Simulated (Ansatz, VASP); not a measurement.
This is a calculation of TiAl for Ansatz 0.2.0.

input.yaml

```yaml
crystal:
  lattice:
    - [2.8672622327, 0.0, 0.0]
    - [-1.4336311163, 2.4831219328, 0.0]
    - [0.0, 0.0, 4.678083]
  atoms:
    - { symbol: Ti, position: [-0.009755, 0.004856, 0.01131] }
    - { symbol: Al, position: [0.348123, 0.662687, 0.516325] }
kpoints:
  mp_grid: { grid: [11, 11, 6] }
scf:
  occupations: { method: fermi_dirac, width: 0.05 }
hamiltonian:
  xc: pbe
  pseudopotentials: { kind: all_electron, lapw: { basis_error: 0.001 } }
output:
  forces: true
  stress: true
  eigenvalues: true
  populations: true
```

Potentials or basis: all-electron LAPW, scalar-relativistic.

Launch:

```console
$ ansatz run input.yaml --threads 1 --pin off --max-ram 3072MiB --backend cpu --events-out ev --progress --plain --runs-dir out
```

Task: Set up the same calculation for VASP 6.6.1. Potentials there: VASP PAW PBE potentials, release 64 (Ti_sv, Al).

Result: As run (the cutoff follows the program's own potentials):

File INCAR:

```
SYSTEM = TiAl
ALGO     = Fast           ! electronic algorithm
EDIFF    = 1E-6           ! SCF threshold, eV
ENCUT    = 520            ! plane-wave cutoff, eV
GGA      = PE             ! functional
ISIF     = 2              ! what is computed and relaxed
ISMEAR   = -1             ! smearing method
LASPH    = .True.         ! aspherical terms in the spheres
LCHARG   = .True.         ! write CHGCAR
LELF     = .True.         ! ELF
LREAL    = .False.        ! projectors in reciprocal space
LVHAR    = .True.       
LWAVE    = .False.        ! write WAVECAR
NBANDS   = 14             ! bands
NELM     = 80             ! most SCF steps
PREC     = Accurate       ! precision mode
SIGMA    = 0.05           ! smearing width, eV
```

File KPOINTS:

```
k-points
0
Gamma
  11 11 6
  0 0 0
```

The input POSCAR:

```
TiAl
1.0
    2.8672622327      0.0000000000      0.0000000000
   -1.4336311163      2.4831219328      0.0000000000
    0.0000000000      0.0000000000      4.6780830000
Ti Al
1 1
Direct
   -0.0097550000      0.0048560000      0.0113100000
    0.3481230000      0.6626870000      0.5163250000
```

Potentials or basis: VASP PAW PBE potentials, release 64 (Ti_sv, Al).

Run with:

```console
$ cat potpaw_PBE.64/Ti_sv/POTCAR potpaw_PBE.64/Al/POTCAR > POTCAR
$ mpirun -np 1 vasp_std > vasp.out
```

Both were run:

|  | VASP | Ansatz | Ansatz less VASP |
| --- | --- | --- | --- |
| gap on the k mesh at the Fermi level (eV) | none | none | - |
| pressure (GPa) | 0.2 | 0.3 | +0.08 |
| traceless stress, the component that is largest in VASP (GPa) | 1.31 | 1.32 | +0.001 |
| rms of the force components (eV/Å) | 0.130 | 0.130 | 0.0000 |

Atom by atom the forces differ by 0.000 eV/Å (rms over components). A gap of «none» marks a metal or a gap that the smearing closes. Ansatz ran all-electron here, and VASP with PAW potentials.
